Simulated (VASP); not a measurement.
Write the native input for VASP 6.6.1 that does the following.

- Task: single point
- Functional: r2SCAN
- Potentials or basis: VASP PAW PBE potentials, release 64 (C)
- Cutoff: 520 eV
- k mesh: 24 × 24 × 6
- Occupations: gaussian, width 0.15 eV
- Spin: no spin polarisation
- Dipole correction: no
- Further INCAR settings: ALGO = Normal; EDIFF = 1e-06; NBANDS = 11

Slab: C, a slab with vacuum.

```
C
1.0
     2.45617    0.00000    0.00000
    -1.22809    2.12711    0.00000
     0.00000    0.00000    8.52380
C
2
Direct
  0.33333 0.66667 0.00000
  0.66667 0.33333 0.00000
```

The input as run:

POSCAR

```
C
1.0
    2.4561701622      0.0000000000      0.0000000000
   -1.2280850811      2.1271057565      0.0000000000
    0.0000000000      0.0000000000      8.5238033600
C
2
Direct
    0.3333333333      0.6666666667      0.0000000000
    0.6666666667      0.3333333333      0.0000000000
```

INCAR.step1

```
SYSTEM = C
PREC = Accurate
ENCUT = 520
ISMEAR = 0
SIGMA = 0.15
LREAL = .FALSE.
LASPH = .TRUE.
NELM = 100
NBANDS = 11
GGA = PE
ALGO = Normal
EDIFF = 1E-4
LWAVE = .TRUE.
LCHARG = .FALSE.
```

INCAR.step2

```
SYSTEM = C
PREC = Accurate
ENCUT = 520
EDIFF = 1E-6
ISMEAR = 0
SIGMA = 0.15
LREAL = .FALSE.
LASPH = .TRUE.
NELM = 100
ALGO = Normal
ISIF = 2
LWAVE = .FALSE.
LCHARG = .TRUE.
METAGGA = R2SCAN
LMIXTAU = .TRUE.
LELF = .TRUE.
LVHAR = .TRUE.
NBANDS = 11
ISTART = 1
```

KPOINTS

```
regular mesh
0
G
  24 24 6
  0 0 0
```

Potentials or basis: VASP PAW PBE potentials, release 64 (C).

Command:

```sh
$ cat potpaw_PBE.64/C/POTCAR > POTCAR
$ cp INCAR.step1 INCAR
$ mpirun -np 1 vasp_std > vasp.out
$ cp INCAR.step2 INCAR
$ mpirun -np 1 vasp_std > vasp.out
```

It gave:

```yaml
Band_gap_on_the_k_mesh: zero (filled and empty bands touch)
```

It took 5 min on 1 thread of Intel Xeon 6975P-C, on a shared host, peak memory 0.22 GiB.
